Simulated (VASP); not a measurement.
# Na2Y (I4/mcm) in VASP: a series of runs

The runs below take Na2Y through single point, relaxation of cell and atoms, with PBE.

Program: VASP 6.6.1. These are calculated values, not measurements. Logs are shortened: lines on timing, memory, paths and dates and some standing lists are left out, and cuts for length are marked.

## (1) The cell of the first run

It takes space group I4/mcm (No. 140, tetragonal). Conventional cell: a = 6.924 Å, b = 6.924 Å, c = 5.764 Å, α = 90.00°, β = 90.00°, γ = 90.00°. Na (site symmetry m2m) has 4 Y at 2.95 Å and 11 Na at 3.27 to 3.70 Å within 3.9 Å. Within 3.8 Å of Y (site symmetry 422) lie 2 Y at 2.88 Å and 8 Na at 2.95 Å.

## (2) Single point, PBE

INCAR

```
ALGO = Fast
EDIFF = 1E-6
ENCUT = 520
GGA = PE
ISIF = 2
ISMEAR = 0
LASPH = T
LCHARG = T
LELF = T
LREAL = F
LVHAR = T
LWAVE = F
NBANDS = 34
NELM = 80
PREC = Accurate
SIGMA = 0.1
```

KPOINTS

```
k-points
0
Gamma
  4 4 4
```

POSCAR

```
Na2Y
1.0
   -3.4620447670      3.4620447670      2.8818100703
    3.4620447670     -3.4620447670      2.8818100703
    3.4620447670      3.4620447670     -2.8818100703
Na Y
4 2
Direct
    0.6670000000      0.1670000000      0.8340000000
    0.1670000000      0.3330000000      0.5000000000
    0.3330000000      0.8330000000      0.1660000000
    0.8330000000      0.6670000000      0.5000000000
    0.2500000000      0.2500000000      0.0000000000
    0.7500000000      0.7500000000      0.0000000000
```

Potentials or basis: VASP PAW PBE potentials, release 64 (Na_pv, Y_sv).

Launch:

```sh
$ cat potpaw_PBE.64/Na_pv/POTCAR potpaw_PBE.64/Y_sv/POTCAR > POTCAR
$ mpirun -np 1 vasp_std > vasp.out
```

OUTCAR:

```text
EDIFF = 1E-6
   ENCUT = 520
   GGA = PE
   ISIF = 2
   ISMEAR = 0
   LASPH = T
   LREAL = F
   NELM = 80
   PREC = Accurate

 ion  position               nearest neighbor table
   1  0.667  0.167  0.834-   5 2.95   6 2.95   5 2.95   6 2.95
   2  0.167  0.333  0.500-   6 2.95   6 2.95   5 2.95   5 2.95
   3  0.333  0.833  0.166-   5 2.95   6 2.95   5 2.95   6 2.95
   4  0.833  0.667  0.500-   5 2.95   5 2.95   6 2.95   6 2.95
   5  0.250  0.250  0.000-   6 2.88   6 2.88   4 2.95   4 2.95   1 2.95   3 2.95   2 2.95   2 2.95
                             3 2.95   1 2.95
   6  0.750  0.750  0.000-   5 2.88   5 2.88   3 2.95   1 2.95   2 2.95   2 2.95   4 2.95   3 2.95
                             4 2.95   1 2.95

  LATTYP: Found a body centered tetragonal cell.
 ALAT       =     6.9240895340
 C/A-ratio  =     0.8324011572

  Lattice vectors:

 A1 = (  -3.4620447670,   3.4620447670,   2.8818100703)
 A2 = (   3.4620447670,  -3.4620447670,   2.8818100703)
 A3 = (   3.4620447670,   3.4620447670,  -2.8818100703)

Analysis of symmetry for initial positions (statically):
=====================================================================
 Subroutine PRICEL returns:
 Original cell was already a primitive cell.

 Routine SETGRP: Setting up the symmetry group for a
 body centered tetragonal supercell.

 Subroutine GETGRP returns: Found 16 space group operations
 (whereof  8 operations were pure point group operations)
 out of a pool of 16 trial point group operations.

The static configuration has the point symmetry C_4h.
 The point group associated with its full space group is D_4h.

Analysis of symmetry for dynamics (positions and initial velocities):
=====================================================================
 Subroutine PRICEL returns:
 Original cell was already a primitive cell.

 Routine SETGRP: Setting up the symmetry group for a
 body centered tetragonal supercell.

 Subroutine GETGRP returns: Found 16 space group operations
 (whereof  8 operations were pure point group operations)
 out of a pool of 16 trial point group operations.

The dynamic configuration has the point symmetry C_4h.
 The point group associated with its full space group is D_4h.

 Subroutine INISYM returns: Found 16 space group operations
 (whereof  8 operations are pure point group operations),
 and found     1 'primitive' translations

----------------------------------------------------------------------------------------

                                     Primitive cell

  volume of cell :     138.1627

  direct lattice vectors                    reciprocal lattice vectors
    -3.462044767  3.462044767  2.881810070     0.000000000  0.144423320  0.173502066
     3.462044767 -3.462044767  2.881810070     0.144423320  0.000000000  0.173502066
     3.462044767  3.462044767 -2.881810070     0.144423320  0.144423320  0.000000000

  length of vectors
     5.681226735  5.681226735  5.681226735     0.225745570  0.225745570  0.204245418

  position of ions in fractional coordinates (direct lattice)
     0.667000000  0.167000000  0.834000000
     0.167000000  0.333000000  0.500000000
     0.333000000  0.833000000  0.166000000
     0.833000000  0.667000000  0.500000000
     0.250000000  0.250000000  0.000000000
     0.750000000  0.750000000  0.000000000

  ion indices of the primitive-cell ions
   primitive index   ion index
                 1           1
                 2           2
                 3           3
                 4           4
                 5           5
                 6           6

----------------------------------------------------------------------------------------

 KPOINTS: k-points

Automatic generation of k-mesh.
 Grid dimensions read from file:
 generate k-points for:    4    4    4

 Generating k-lattice:

  Cartesian coordinates                     Fractional coordinates (reciprocal lattice)
     0.000000000  0.036105830  0.043375516     0.250000000 -0.000000000  0.000000000
     0.036105830  0.000000000  0.043375516    -0.000000000  0.250000000  0.000000000
     0.036105830  0.036105830  0.000000000     0.000000000  0.000000000  0.250000000

  Length of vectors
     0.056436392  0.056436392  0.051061355

  Shift w.r.t. Gamma in fractional coordinates (k-lattice)
     0.000000000  0.000000000  0.000000000

 Subroutine IBZKPT returns following result:
 ===========================================

 Found     13 irreducible k-points:

 Following reciprocal coordinates:
            Coordinates               Weight
  0.000000  0.000000  0.000000      1.000000
  0.250000 -0.000000  0.000000      8.000000
  0.500000 -0.000000  0.000000      4.000000
  0.250000  0.250000  0.000000      8.000000
  0.500000  0.250000  0.000000     16.000000
 -0.250000  0.250000  0.000000      4.000000
  0.500000  0.500000  0.000000      2.000000
  0.250000  0.250000  0.250000      2.000000
 -0.250000  0.250000  0.250000      4.000000
[... 118 lines left out ...]
      3     -21.5138      2.00000
      4     -21.5100      2.00000
      5     -21.5095      2.00000
      6     -21.4721      2.00000
[... 26 lines left out ...]
     33       5.4729      0.00000
     34       5.8934      0.00000

 k-point     5 :       0.5000    0.2500    0.0000
  band No.  band energies     occupation
      1     -39.6775      2.00000
      2     -39.4990      2.00000
      3     -21.5345      2.00000
      4     -21.5132      2.00000
      5     -21.4882      2.00000
      6     -21.4756      2.00000
[... 26 lines left out ...]
     33       6.0154      0.00000
     34       6.4224      0.00000

 k-point     6 :      -0.2500    0.2500    0.0000
  band No.  band energies     occupation
      1     -39.7133      2.00000
      2     -39.4608      2.00000
      3     -21.5658      2.00000
      4     -21.5339      2.00000
      5     -21.5125      2.00000
      6     -21.4769      2.00000
[... 26 lines left out ...]
     33       6.3389      0.00000
     34       7.4578      0.00000

 k-point     7 :       0.5000    0.5000    0.0000
  band No.  band energies     occupation
      1     -39.7134      2.00000
      2     -39.4610      2.00000
      3     -21.5502      2.00000
      4     -21.5290      2.00000
      5     -21.4818      2.00000
      6     -21.4753      2.00000
[... 26 lines left out ...]
     33       6.5357      0.00000
     34       6.5894      0.00000

 k-point     8 :       0.2500    0.2500    0.2500
  band No.  band energies     occupation
      1     -39.5893      2.00000
      2     -39.5893      2.00000
      3     -21.5056      2.00000
      4     -21.5056      2.00000
      5     -21.4890      2.00000
      6     -21.4890      2.00000
[... 26 lines left out ...]
     33       5.1354      0.00000
     34       5.1354      0.00000

 k-point     9 :      -0.2500    0.2500    0.2500
  band No.  band energies     occupation
      1     -39.7134      2.00000
      2     -39.4610      2.00000
      3     -21.5439      2.00000
      4     -21.5204      2.00000
      5     -21.4929      2.00000
      6     -21.4699      2.00000
[... 26 lines left out ...]
     33       7.4140      0.00000
     34       7.4364      0.00000

 k-point    10 :       0.5000    0.5000    0.2500
  band No.  band energies     occupation
      1     -39.7135      2.00000
      2     -39.4611      2.00000
      3     -21.5212      2.00000
      4     -21.5087      2.00000
      5     -21.4773      2.00000
      6     -21.4704      2.00000
[... 26 lines left out ...]
     33       6.7747      0.00000
     34       6.9440      0.00000

 k-point    11 :      -0.2500    0.5000    0.2500
  band No.  band energies     occupation
      1     -39.6775      2.00000
      2     -39.4992      2.00000
      3     -21.5089      2.00000
      4     -21.5031      2.00000
      5     -21.4873      2.00000
      6     -21.4654      2.00000
[... 26 lines left out ...]
     33       6.7094      0.00000
     34       7.2156      0.00000

 k-point    12 :      -0.2500   -0.2500    0.2500
  band No.  band energies     occupation
      1     -39.5894      2.00000
      2     -39.5892      2.00000
      3     -21.5213      2.00000
      4     -21.5213      2.00000
      5     -21.5100      2.00000
      6     -21.4552      2.00000
[... 26 lines left out ...]
     33       5.8758      0.00000
     34       5.8758      0.00000

 k-point    13 :       0.5000    0.5000    0.5000
  band No.  band energies     occupation
      1     -39.7136      2.00000
      2     -39.4613      2.00000
      3     -21.4878      2.00000
      4     -21.4843      2.00000
      5     -21.4843      2.00000
      6     -21.4629      2.00000
[... 26 lines left out ...]
     33       6.7548      0.00000
     34       8.0742      0.00000

------------------------ aborting loop because EDIFF is reached ----------------------------------------

  FORCE on cell =-STRESS in cart. coord.  units (eV):
  Direction    XX          YY          ZZ          XY          YZ          ZX
  --------------------------------------------------------------------------------------
  -------------------------------------------------------------------------------------
  Total       13.5863292     13.5863292     14.1120614      0.0000000      0.0000000     -0.0000000
  in kB      157.5513074    157.5513074    163.6478621      0.0000000      0.0000000     -0.0000000
  external PRESSURE =     159.5834923 kB  Pullay stress =       0.0000000 kB

 VOLUME and BASIS-vectors are now :
 -----------------------------------------------------------------------------
  energy-cutoff  :      520.00
  volume of cell :      138.16
      direct lattice vectors                 reciprocal lattice vectors
    -3.462044767  3.462044767  2.881810070     0.000000000  0.144423320  0.173502066
     3.462044767 -3.462044767  2.881810070     0.144423320  0.000000000  0.173502066
     3.462044767  3.462044767 -2.881810070     0.144423320  0.144423320  0.000000000

 POSITION                                       TOTAL-FORCE (eV/Angst)
 -----------------------------------------------------------------------------------
      1.15632      4.61837      0.00000        -0.800523     -0.800523     -0.000000
      2.30572      1.15632      0.00000         0.800523     -0.800523      0.000000
      2.30572     -1.15632      2.88181         0.800523      0.800523      0.000000
      1.15632      2.30572      2.88181        -0.800523      0.800523     -0.000000
      0.00000      0.00000      1.44091         0.000000     -0.000000      0.000000
      0.00000      0.00000      4.32272         0.000000     -0.000000      0.000000
 -----------------------------------------------------------------------------------
    total drift:                               -0.000000     -0.000000      0.000000

  FREE ENERGIE OF THE ION-ELECTRON SYSTEM (eV)
  ---------------------------------------------------
  free  energy   TOTEN  =       -11.9520397777 eV

  energy  without entropy=      -11.9191658945  energy(sigma->0) =      -11.93560284
```

Run time: 86 s. Hardware: 1 thread of Intel Xeon 6975P-C (Granite Rapids), shared host; peak memory 0.28 GiB.

Results:

```yaml
Free_energy: -11.9520 eV
Pressure: 16.0 GPa
Largest_force: 1.132 eV/Å
Band_gap_on_the_k_mesh: zero (bands 25 and 26 overlap by 1.46 eV)
```

Forces in eV/Å, atoms in the order of the input:
```
Na  -0.801 -0.801  0.000
Na   0.801 -0.801  0.000
Na   0.801  0.801  0.000
Na  -0.801  0.801  0.000
Y    0.000  0.000  0.000
Y    0.000  0.000  0.000
```

Stress tensor (GPa, compression positive):
```
15.76  0.00  0.00
 0.00 15.76  0.00
 0.00  0.00 16.36
```

Caveat: the cell stands under pressure; forces of over 1 eV/Å act on the atoms, so gaps and moduli don't describe the material at rest.

## (3) Single point, PBE

This run uses another cell than the first one, of 37.34 Å³/atom.

INCAR

```
  PREC = Accurate
  ENCUT = 520
  EDIFF = 1E-6
  ISMEAR = 0
  SIGMA = 0.1
  LREAL = False
  LASPH = True
  NELM = 80
  ALGO = Normal
  ISIF = 2
  LWAVE = False
  LCHARG = False
  GGA = PE
  NBANDS = 34
```

KPOINTS

```
regular mesh
0
Gamma
  4 4 4
```

POSCAR

```
Na2Y
1.0
   -4.1296532239      4.1296532239      3.2843206365
    4.1296532239     -4.1296532239      3.2843206365
    4.1296532239      4.1296532239     -3.2843206365
Na Y
4 2
Direct
    0.6424793806      0.1424793806      0.7849587613
    0.1424793806      0.3575206194      0.5000000000
    0.3575206194      0.8575206194      0.2150412387
    0.8575206194      0.6424793806      0.5000000000
    0.2500000000      0.2500000000      0.0000000000
    0.7500000000      0.7500000000      0.0000000000
```

Potentials or basis: VASP PAW PBE potentials, release 64 (Na_pv, Y_sv).

Launch:

```sh
$ cat potpaw_PBE.64/Na_pv/POTCAR potpaw_PBE.64/Y_sv/POTCAR > POTCAR
$ mpirun -np 1 vasp_std > vasp.out
```

Wall time 96 s (1 thread of Intel Xeon 6975P-C (Granite Rapids), shared host); peak memory 0.38 GiB.

It converged, with:

- Free energy: -15.3769 eV
- Pressure: 0.0 GPa
- Largest force: 0.006 eV/Å
- Band gap on the k mesh: zero (bands 25 and 26 overlap by 0.86 eV)

Forces on the atoms (eV/Å):
```
Na   0.004  0.004  0.000
Na  -0.004  0.004  0.000
Na  -0.004 -0.004  0.000
Na   0.004 -0.004  0.000
Y    0.000  0.000  0.000
Y    0.000  0.000  0.000
```

Stress tensor (GPa, compression positive):
```
 0.05  0.00  0.00
 0.00  0.05  0.00
 0.00  0.00 -0.14
```

Levels at points of the mesh, in eV from the Fermi level:
```tsv
k point	band 21	band 22	band 23	band 24	band 25	band 26	band 27	band 28	band 29	band 30
(0.00, 0.00, 0.00)	-3.55	-0.57	-0.42	-0.42	-0.25	0.97	1.11	1.12	1.12	1.44
(0.50, 0.00, 0.00)	-1.97	-1.97	-0.23	-0.23	-0.05	-0.05	0.84	0.84	1.22	1.22
(0.50, 0.50, 0.00)	-2.79	-1.83	-0.56	-0.29	-0.02	0.39	0.42	1.02	1.27	1.38
(0.50, 0.50, 0.50)	-2.15	-1.17	-0.84	-0.84	-0.33	-0.08	-0.08	0.42	0.64	1.30
```

## (4) Relaxation of cell and atoms, PBE

INCAR

```
SYSTEM = Na2Y
  PREC = Accurate
  ENCUT = 600
  EDIFF = 1E-6
  ISMEAR = 0
  SIGMA = 0.1
  LREAL = .False.
  LASPH = .True.
  NELM = 100
  ALGO = Fast
  ISIF = 3
  LWAVE = .False.
  LCHARG = .False.
  GGA = PE
  IBRION = 2
  NSW = 90
  EDIFFG = -0.04
```

KPOINTS

```
regular mesh
0
Gamma
  4 4 4
  0 0 0
```

POSCAR

```
Na2Y
1.0
   -3.4620447670      3.4620447670      2.8818100703
    3.4620447670     -3.4620447670      2.8818100703
    3.4620447670      3.4620447670     -2.8818100703
Na Y
4 2
Direct
    0.6670000000      0.1670000000      0.8340000000
    0.1670000000      0.3330000000      0.5000000000
    0.3330000000      0.8330000000      0.1660000000
    0.8330000000      0.6670000000      0.5000000000
    0.2500000000      0.2500000000      0.0000000000
    0.7500000000      0.7500000000      0.0000000000
```

Launch:

```sh
$ cat potpaw_PBE.64/Na_pv/POTCAR potpaw_PBE.64/Y_sv/POTCAR > POTCAR
$ mpirun -np 1 vasp_std > vasp.out
```

Run time: 32 min. Hardware: 1 thread of Intel Xeon 6975P-C (Granite Rapids), shared host; peak memory 0.4 GiB.

The run converged. Its results:

```yaml
Free_energy: -15.3572 eV
Relaxed_volume: 37.91 Å³/atom
Relaxed_cell: a = 6.755 Å, b = 6.755 Å, c = 6.755 Å, α = 103.23°, β = 103.23°, γ = 122.84°
Space_group_after_relaxing_to_0.1_Å: I4/mcm (No. 140)
Energy_gained_by_relaxing: 567.5 meV/atom
Ionic_steps: 16
Pressure_after_relaxing: -0.1 GPa
Largest_force_after_relaxing: 0.006 eV/Å
Band_gap_on_the_k_mesh: zero (bands 25 and 26 overlap by 0.87 eV)
```

Forces in eV/Å, atoms in the order of the input:
```
Na  -0.004 -0.004  0.000
Na   0.004 -0.004  0.000
Na   0.004  0.004  0.000
Na  -0.004  0.004  0.000
Y    0.000  0.000  0.000
Y    0.000  0.000  0.000
```

The path:
```csv
step,energy change (eV),largest force (eV/Å),pressure (GPa),volume (Å³)
1,0.0000,1.1327,15.99,138.16
2,-2.8947,0.4514,3.43,189.39
3,-3.2468,0.2736,0.79,214.56
4,-3.2865,0.2148,0.09,225.01
5,-3.2890,0.1996,-0.06,227.90
6,-3.2888,0.1890,-0.18,230.00
7,-3.3153,0.1769,-0.17,229.71
8,-3.3688,0.1315,-0.06,228.58
9,-3.3337,0.0259,0.28,225.21
10,-3.3832,0.1024,0.01,227.79
11,-3.3835,0.0840,0.06,227.21
12,-3.3844,0.0919,0.06,227.47
13,-3.3894,0.0780,-0.02,228.46
14,-3.3958,0.0308,-0.30,231.44
15,-3.3987,0.0253,-0.26,230.44
16,-3.4049,0.0056,-0.12,227.44
```

Final structure:
```
Na Y
1.0
    -4.19457    4.19457    3.23170
     4.19457   -4.19457    3.23170
     4.19457    4.19457   -3.23170
Na Y
4 2
Direct
  0.64473 0.14473 0.78947
  0.14473 0.35527 0.50000
  0.35527 0.85527 0.21053
  0.85527 0.64473 0.50000
  0.25000 0.25000 0.00000
  0.75000 0.75000 0.00000
```

Levels at points of the mesh, in eV from the Fermi level:
| k point | band 23 | band 24 | band 25 | band 26 | band 27 | band 28 |
| --- | --- | --- | --- | --- | --- | --- |
| (0.00, 0.00, 0.00) | -0.42 | -0.42 | -0.26 | 0.94 | 1.03 | 1.03 |
| (0.50, 0.00, 0.00) | -0.23 | -0.23 | -0.04 | -0.04 | 0.85 | 0.85 |
| (0.50, 0.50, 0.00) | -0.54 | -0.31 | -0.06 | 0.37 | 0.52 | 0.96 |
| (0.50, 0.50, 0.50) | -0.87 | -0.87 | -0.18 | -0.11 | -0.11 | 0.56 |

Caveat: the volume moved by over 15 % at a fixed basis, so the end points are rough.

## (5) Summary

```tsv
task	cell	cutoff (eV)	gap on the mesh (eV)	pressure (GPa)	largest force (eV/Å)
single point	a = 5.681 Å, angles 104.9, 104.9, 119.0°, 6 atoms, atomic positions A	520	none	16.0	1.13
single point	a = 6.700 Å, angles 103.9, 103.9, 121.3°, 6 atoms, atomic positions B	520	none	0.0	0.01
relaxation of cell and atoms	relaxed from a = 5.681 Å, angles 104.9, 104.9, 119.0°, 6 atoms, atomic positions A	600	none	-0.1	0.01
```

Alike in all rows: level PBE; potentials or basis VASP PAW PBE potentials, release 64 (Na_pv, Y_sv); no spin polarisation; k mesh 4 × 4 × 4; smearing gaussian 0.1 eV.

Caveats: the cell stands under pressure (at least some runs); forces of over 1 eV/Å act on the atoms, so gaps and moduli don't describe the material at rest (at least some runs); the volume moved by over 15 % at a fixed basis, so the end points are rough (at least some runs).

Total energies depend on the potentials used, so only differences within one code and one set of settings carry meaning.
